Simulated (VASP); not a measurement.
# CdTe (F-43m) in VASP: further runs

The runs below take CdTe through single point, with PBE.

Everything below comes from runs of VASP 6.6.1. Logs are shortened: lines on timing, memory, paths and dates and some standing lists are left out, and cuts for length are marked.

### 1 The cell of the first run

It takes space group F-43m (No. 216, cubic). Conventional cell: a = 6.831 Å, b = 6.831 Å, c = 6.831 Å, α = 90.00°, β = 90.00°, γ = 90.00°. Within 3.9 Å of Cd (site symmetry -43m) lie 4 Te at 2.96 Å. Te (site symmetry -43m) has 4 Cd at 2.96 Å within 3.9 Å.

### 2 Single point, PBE (volume scaled by 1.10)

File INCAR:

```
  PREC = Accurate
  ENCUT = 520
  EDIFF = 1E-6
  ISMEAR = 0
  SIGMA = 0.02
  LREAL = F
  LASPH = T
  NELM = 60
  ALGO = Normal
  ISIF = 2
  LWAVE = F
  LCHARG = T
  GGA = PE
  LELF = T
  LVHAR = T
  NBANDS = 16
```

File KPOINTS:

```
Automatic mesh
0
Gamma
  10 10 10
```

File POSCAR:

```
CdTe
1.0
    0.0000000000      3.4154914216      3.4154914216
    3.4154914216      0.0000000000      3.4154914216
    3.4154914216      3.4154914216      0.0000000000
Cd Te
1 1
Direct
    0.0000000000      0.0000000000      0.0000000000
    0.2500000000      0.2500000000      0.2500000000
```

Potentials or basis: VASP PAW PBE potentials, release 64 (Cd, Te).

Command:

```sh
$ cat potpaw_PBE.64/Cd/POTCAR potpaw_PBE.64/Te/POTCAR > POTCAR
$ mpirun -np 1 vasp_std > vasp.out
```

OUTCAR:

```text
PREC = Accurate
   ENCUT = 520
   EDIFF = 1E-6
   ISMEAR = 0
   LREAL = F
   LASPH = T
   NELM = 60
   ISIF = 2
   GGA = PE

 ion  position               nearest neighbor table
   1  0.000  0.000  0.000-   2 2.96   2 2.96   2 2.96   2 2.96
   2  0.250  0.250  0.250-   1 2.96   1 2.96   1 2.96   1 2.96

  LATTYP: Found a face centered cubic cell.
 ALAT       =     6.8309828432

  Lattice vectors:

 A1 = (   0.0000000000,   3.4154914216,   3.4154914216)
 A2 = (   3.4154914216,   0.0000000000,   3.4154914216)
 A3 = (   3.4154914216,   3.4154914216,   0.0000000000)

Analysis of symmetry for initial positions (statically):
=====================================================================
 Subroutine PRICEL returns:
 Original cell was already a primitive cell.

 Routine SETGRP: Setting up the symmetry group for a
 face centered cubic supercell.

 Subroutine GETGRP returns: Found 24 space group operations
 (whereof 24 operations were pure point group operations)
 out of a pool of 48 trial point group operations.

The static configuration has the point symmetry T_d .

Analysis of symmetry for dynamics (positions and initial velocities):
=====================================================================
 Subroutine PRICEL returns:
 Original cell was already a primitive cell.

 Routine SETGRP: Setting up the symmetry group for a
 face centered cubic supercell.

 Subroutine GETGRP returns: Found 24 space group operations
 (whereof 24 operations were pure point group operations)
 out of a pool of 48 trial point group operations.

The dynamic configuration has the point symmetry T_d .

 Subroutine INISYM returns: Found 24 space group operations
 (whereof 24 operations are pure point group operations),
 and found     1 'primitive' translations

----------------------------------------------------------------------------------------

                                     Primitive cell

  volume of cell :      79.6874

  direct lattice vectors                    reciprocal lattice vectors
     0.000000000  3.415491422  3.415491422    -0.146391818  0.146391818  0.146391818
     3.415491422  0.000000000  3.415491422     0.146391818 -0.146391818  0.146391818
     3.415491422  3.415491422  0.000000000     0.146391818  0.146391818 -0.146391818

  length of vectors
[... 74 lines left out ...]
   ISTART =      0    job   : 0-new  1-cont  2-samecut
   ICHARG =      2    charge: 1-file 2-atom 10-const
   ISPIN  =      1    spin polarized calculation?
   LNONCOLLINEAR =      F non collinear calculations
   LSORBIT =      F    spin-orbit coupling
   LASPH  =      T    aspherical Exc in radial PAW
   ENCUT  =  520.0 eV  38.22 Ry    6.18 a.u.   8.98  8.98  8.98*2*pi/ulx,y,z
   NELM   =     60;   NELMIN=  2; NELMDL= -5     # of ELM steps
   EDIFF  = 0.1E-05   stopping-criterion for ELM
   LREAL  =      F    real-space projection
   EDIFFG = 0.1E-04   stopping-criterion for IOM
   NSW    =      0    number of steps for IOM
   IBRION =     -1    ionic relax: 0-MD 1-quasi-New 2-CG
   NFREE  =      0    steps in history (QN), initial steepest desc. (CG)
   ISIF   =      2    stress and relaxation
   ISYM   =      2    0-nonsym 1-usesym 2-fastsym
   POTIM  = 0.5000    time-step for ionic-motion
   TEBEG  =    0.0;   TEEND  =   0.0 temperature during run
   PSTRESS=    0.0 pullay stress
   NELECT =      18.0000    total number of electrons
   NUPDOWN=      -1.0000    fix difference up-down
   EMIN   =  10.00;   EMAX   =-10.00  energy-range for DOS
   EFERMI =   0.00;   METHOD = LEGACY
   ISMEAR =     0;   SIGMA  =   0.02  broadening in eV -4-tet -1-fermi 0-gaus
   EFERMI_NEDOS =   21; number of points for ismear=-14 and -15
   IALGO  =     38    algorithm
   IMIX   =      4    mixing-type and parameters
     AMIX     =   0.40;   BMIX     =  1.00
     AMIX_MAG =   1.60;   BMIX_MAG =  1.00
  volume/ion in A,a.u.               =      39.84       268.88
  Fermi-wavevector in a.u.,A,eV,Ry     =   0.997017  1.884089 13.524769  0.994042
  Thomas-Fermi vector in A             =   2.129144
   LORBIT       =      0    0 simple, 1 ext, 2 COOP (PROOUT), +10 PAW based schemes
   GGA     = PE    functional components
   LHFCALC =     F    Hartree Fock is set to
   AEXX    =    0.0000 exact exchange contribution
   IVDW    =     0    specifies the selected vdW correction
   LEPSILON=     F    determine dielectric tensor
   LRPA    =     F    only Hartree local field effects (RPA)
 non-spin polarized calculation
 Gauss-broadening in eV      SIGMA  =   0.02
  energy-cutoff  :      520.00
  volume of cell :       79.69
 maximum number of plane-waves:      2166
   NGX = 17   NGY = 17   NGZ = 17

 number of electron      17.9999999 magnetization

 Free energy of the ion-electron system (eV)
  ---------------------------------------------------
  ext. energy  EPLUGINS =         0.00000000
  ---------------------------------------------------
  free energy    TOTEN  =        -4.75118583 eV

  energy without entropy =       -4.75118583  energy(sigma->0) =       -4.75118583

 E-fermi :   1.1619     XC(G=0):  -7.9056

 val. band max:        1.0491952762   @ k =   0.0000   0.0000   0.0000
 cond. band min:       1.3626647781   @ k =   0.0000   0.0000   0.0000
 fundamental gap:      0.3134695019
 Fermi energy:         1.1618919969

 k-point     1 :       0.0000    0.0000    0.0000
  band No.  band energies     occupation
      1      -9.3481      2.00000
      2      -6.8163      2.00000
      3      -6.8163      2.00000
      4      -6.8163      2.00000
      5      -6.6550      2.00000
      6      -6.6550      2.00000
[... 433 lines left out ...]
      3      -6.7418      2.00000
      4      -6.6936      2.00000
      5      -6.6405      2.00000
      6      -6.4560      2.00000
[... 8 lines left out ...]
     15      11.1992      0.00000
     16      12.0121      0.00000

 [... further k-points ...]
[... 5 lines left out ...]
  --------------------------------------------------------------------------------------
  -------------------------------------------------------------------------------------
  Total       -1.2808209     -1.2808209     -1.2808209     -0.0000000     -0.0000000      0.0000000
  in kB      -25.7519067    -25.7519067    -25.7519067     -0.0000000     -0.0000000      0.0000000
  external PRESSURE =     -25.7519067 kB  Pullay stress =       0.0000000 kB

 VOLUME and BASIS-vectors are now :
 -----------------------------------------------------------------------------
  energy-cutoff  :      520.00
  volume of cell :       79.69
      direct lattice vectors                 reciprocal lattice vectors
     0.000000000  3.415491422  3.415491422    -0.146391818  0.146391818  0.146391818
     3.415491422  0.000000000  3.415491422     0.146391818 -0.146391818  0.146391818
     3.415491422  3.415491422  0.000000000     0.146391818  0.146391818 -0.146391818

 POSITION                                       TOTAL-FORCE (eV/Angst)
 -----------------------------------------------------------------------------------
      0.00000      0.00000      0.00000        -0.000000      0.000000     -0.000000
      1.70775      1.70775      1.70775         0.000000     -0.000000      0.000000
 -----------------------------------------------------------------------------------
    total drift:                               -0.000000     -0.000000     -0.000000

  FREE ENERGIE OF THE ION-ELECTRON SYSTEM (eV)
  ---------------------------------------------------
  free  energy   TOTEN  =        -4.7511858321 eV

  energy  without entropy=       -4.7511858321  energy(sigma->0) =       -4.75118583
```

stdout:

```text
POSCAR found type information on POSCAR CdTe
 POSCAR found :  2 types and       2 ions
 scaLAPACK will be used
 LDA part: xc-table for (Slater+PW92), standard interpolation
 POSCAR, INCAR and KPOINTS ok, starting setup
 FFT: planning ... GRIDC
 FFT: planning ... GRID_SOFT
 FFT: planning ... GRID
 WAVECAR not read
 entering main loop
```

Run time: 74 s. Hardware: 1 thread of Intel Xeon 8259CL, shared host; peak memory 0.24 GiB.

Results:

| Item | Value |
| --- | --- |
| Free energy | -4.7512 eV |
| Pressure | -2.6 GPa |
| Band gap on the k mesh | 0.31 eV, direct |

Caveat: the cell differs from its parent crystal (volume scaled by 1.10); spin-orbit coupling is left out, which moves the levels of the heavy elements.

### 3 Single point, PBE, non-collinear spin, zero start, spin-orbit coupling

This run uses another cell than the first one, of 36.22 Å³/atom, 0.909 times its volume.

File INCAR:

```
SYSTEM = CdTe
  ALGO = Normal
  EDIFF = 1E-6
  ENCUT = 520
  GGA = PE
  GGA_COMPAT = .False.
  ISIF = 2
  ISMEAR = 0
  LASPH = .True.
  LCHARG = .False.
  LORBIT = 11
  LORBMOM = .True.
  LREAL = .False.
  LSORBIT = .True.
  LWAVE = .False.
  MAGMOM = 0 0 0 0 0 0
  NBANDS = 30
  NELM = 150
  PREC = Accurate
  SIGMA = 0.02
```

File KPOINTS:

```
k-points
0
Gamma
  10 10 10
  0 0 0
```

File POSCAR:

```
CdTe
1.0
    0.0000000000      3.3086866350      3.3086866350
    3.3086866350      0.0000000000      3.3086866350
    3.3086866350      3.3086866350      0.0000000000
Cd Te
1 1
Direct
    0.0000000000      0.0000000000      0.0000000000
    0.2500000000      0.2500000000      0.2500000000
```

Potentials or basis: VASP PAW PBE potentials, release 64 (Cd, Te).

Command:

```sh
$ cat potpaw_PBE.64/Cd/POTCAR potpaw_PBE.64/Te/POTCAR > POTCAR
$ mpirun -np 1 vasp_ncl > vasp.out
```

It took 5.2 min on 1 thread of Intel Xeon Platinum 8375C at 2.90GHz (Ice Lake), shared host; peak memory 0.53 GiB.

It converged, with:

```
Free energy                                           : -4.9403 eV
Pressure                                              : 0.2 GPa
Net moment                                            : 0.00 μB per cell
Valence electrons inside the program's atomic spheres : Cd 10.28; Te 3.40
```

Moments on the atoms (μB; x, y, z):
```
Cd  0.00 0.00 0.00
Te  0.00 0.00 0.00
```
